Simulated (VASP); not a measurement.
# Br (Cmce) in VASP: a series of runs, part 2 of 2

VASP 6.6.1.

## Step 4: Single point, LDA (volume scaled by 0.98)

INCAR

```
SYSTEM = Br
ALGO     = Normal         ! electronic algorithm
EDIFF    = 1E-7           ! SCF threshold, eV
ENCUT    = 520            ! plane-wave cutoff, eV
ISIF     = 2              ! what is computed and relaxed
ISMEAR   = -1             ! smearing method
LASPH    = .TRUE.         ! aspherical terms in the spheres
LCHARG   = .TRUE.         ! write CHGCAR
LELF     = .TRUE.         ! ELF
LREAL    = .FALSE.        ! projectors in reciprocal space
LVHAR    = .TRUE.       
LWAVE    = .FALSE.        ! write WAVECAR
NBANDS   = 22             ! bands
NELM     = 80             ! most SCF steps
PREC     = Accurate       ! precision mode
SIGMA    = 0.05           ! smearing width, eV
```

KPOINTS

```
k-points
0
G
  7 7 3
  0 0 0
```

POSCAR

```
Br
1.0
    3.3406771722     -2.3069619464      0.0000000000
    3.3406771722      2.3069619464      0.0000000000
    0.0000000000      0.0000000000      8.6438935422
Br
4
Direct
    0.3651000000      0.6349000000      0.3901000000
    0.1349000000      0.8651000000      0.8901000000
    0.6349000000      0.3651000000      0.6099000000
    0.8651000000      0.1349000000      0.1099000000
```

Potentials or basis: VASP PAW LDA potentials, release 64 (Br).

On the command line:

```
cat potpaw_LDA.64/Br/POTCAR > POTCAR
mpirun -np 1 vasp_std > vasp.out
```

OUTCAR:

```text
SYSTEM = Br
   EDIFF = 1E-7
   ENCUT = 520
   ISIF = 2
   ISMEAR = -1
   LASPH = .TRUE.
   LREAL = .FALSE.
   NELM = 80
   PREC = Accurate

 ion  position               nearest neighbor table
   1  0.365  0.635  0.390-   3 2.27
   2  0.135  0.865  0.890-   4 2.27
   3  0.635  0.365  0.610-   1 2.27
   4  0.865  0.135  0.110-   2 2.27

  LATTYP: Found a base centered orthorhombic cell.
 ALAT       =     4.6139238928
 B/A-ratio  =     1.4480850789
 C/A-ratio  =     1.8734365245

  Lattice vectors:

 A1 = (  -3.3406771722,  -2.3069619464,   0.0000000000)
 A2 = (   3.3406771722,  -2.3069619464,   0.0000000000)
 A3 = (   0.0000000000,   0.0000000000,   8.6438935422)

Analysis of symmetry for initial positions (statically):
=====================================================================
 Subroutine PRICEL returns:
 Original cell was already a primitive cell.

 Routine SETGRP: Setting up the symmetry group for a
 base centered orthorhombic supercell.

 Subroutine GETGRP returns: Found  8 space group operations
[... 164 lines left out ...]
  ---------------------------------------------------
  ext. energy  EPLUGINS =         0.00000000
  ---------------------------------------------------
  free energy    TOTEN  =        -8.09040699 eV

  energy without entropy =       -8.09040698  energy(sigma->0) =       -8.09040699

 E-fermi :   0.7007     XC(G=0):  -8.4179

 val. band max:       -0.2360764606   @ k =  -0.4286   0.4286   0.0000
 cond. band min:       1.5794000636   @ k =   0.1429   0.0000   0.0000
 fundamental gap:      1.8154765242
 Fermi energy:         0.7007074991

 k-point     1 :       0.0000    0.0000    0.0000
  band No.  band energies     occupation
      1     -16.3114      2.00000
      2     -15.9815      2.00000
      3     -13.3876      2.00000
      4     -12.6692      2.00000
      5      -5.3063      2.00000
      6      -4.2340      2.00000
[... 589 lines left out ...]
     21       9.1566      0.00000
     22       9.3386      0.00000

 [... further k-points ...]
[... 5 lines left out ...]
  --------------------------------------------------------------------------------------
  -------------------------------------------------------------------------------------
  Total       -0.8576767     -1.1427399      0.4285256      0.0000000      0.0000000      0.0000000
  in kB      -10.3138271    -13.7418003      5.1531523      0.0000000      0.0000000      0.0000000
  external PRESSURE =      -6.3008250 kB  Pullay stress =       0.0000000 kB

 VOLUME and BASIS-vectors are now :
 -----------------------------------------------------------------------------
  energy-cutoff  :      520.00
  volume of cell :      133.23
      direct lattice vectors                 reciprocal lattice vectors
     3.340677172 -2.306961946  0.000000000     0.149670254 -0.216735261  0.000000000
     3.340677172  2.306961946  0.000000000     0.149670254  0.216735261  0.000000000
     0.000000000  0.000000000  8.643893542     0.000000000  0.000000000  0.115688607

 POSITION                                       TOTAL-FORCE (eV/Angst)
 -----------------------------------------------------------------------------------
      3.34068      0.62242      3.37198         0.000000      0.446463     -0.853681
      3.34068      1.68454      7.69393         0.000000     -0.446463     -0.853681
      3.34068     -0.62242      5.27191         0.000000     -0.446463      0.853681
      3.34068     -1.68454      0.94996         0.000000      0.446463      0.853681
 -----------------------------------------------------------------------------------
    total drift:                               -0.000000      0.000000      0.000000

  FREE ENERGIE OF THE ION-ELECTRON SYSTEM (eV)
  ---------------------------------------------------
  free  energy   TOTEN  =        -8.0904069913 eV

  energy  without entropy=       -8.0904069837  energy(sigma->0) =       -8.09040699
```

stdout:

```text
POSCAR found type information on POSCAR Br
 POSCAR found :  1 types and       4 ions
 scaLAPACK will be used
 LDA part: xc-table for (Slater(with rela. corr.)+CA(PZ))
 , standard interpolation
 POSCAR, INCAR and KPOINTS ok, starting setup
 FFT: planning ... GRIDC
 FFT: planning ... GRID_SOFT
 FFT: planning ... GRID
 WAVECAR not read
 entering main loop
```

Wall time 36 s (1 thread of Intel Xeon 6975P-C (Granite Rapids), shared host); peak memory 0.21 GiB.

What came out:

- Free energy: -8.0904 eV
- Pressure: -0.6 GPa
- Largest force: 0.963 eV/Å
- Band gap on the k mesh: 1.82 eV, indirect (least direct gap 1.83 eV)

Forces on the atoms (eV/Å):
```
Br   0.000  0.446 -0.854
Br   0.000 -0.446 -0.854
Br   0.000 -0.446  0.854
Br   0.000  0.446  0.854
```

 A k mesh can miss the band edges.

## Step 5: Overview

```tsv
level	potentials or basis	cell	gap on the mesh (eV)	pressure (GPa)	largest force (eV/Å)
LDA	VASP PAW LDA potentials, release 64 (Br)	a = 4.032, b = 4.032, c = 8.585 Å, angles 90.0, 90.0, 69.3°, 4 atoms	1.88	0.0	1.22
PBEsol	VASP PAW PBE potentials, release 64 (Br)	a = 4.032, b = 4.032, c = 8.585 Å, angles 90.0, 90.0, 69.3°, 4 atoms	1.97	1.4	1.25
LDA	VASP PAW LDA potentials, release 64 (Br)	a = 4.060, b = 4.060, c = 8.644 Å, angles 90.0, 90.0, 69.3°, 4 atoms	1.82	-0.6	0.96
```

Alike in all rows: task single point; no spin polarisation; k mesh 7 × 7 × 3; cutoff (eV) 520; smearing fermi-dirac 0.05 eV.

Caveats: forces of over 1 eV/Å act on the atoms, so gaps and moduli don't describe the material at rest (some runs); the PAW data sets were made with another functional, which shifts forces and pressure a little (some runs).

Absolute energies hang on the potentials; compare differences alone.
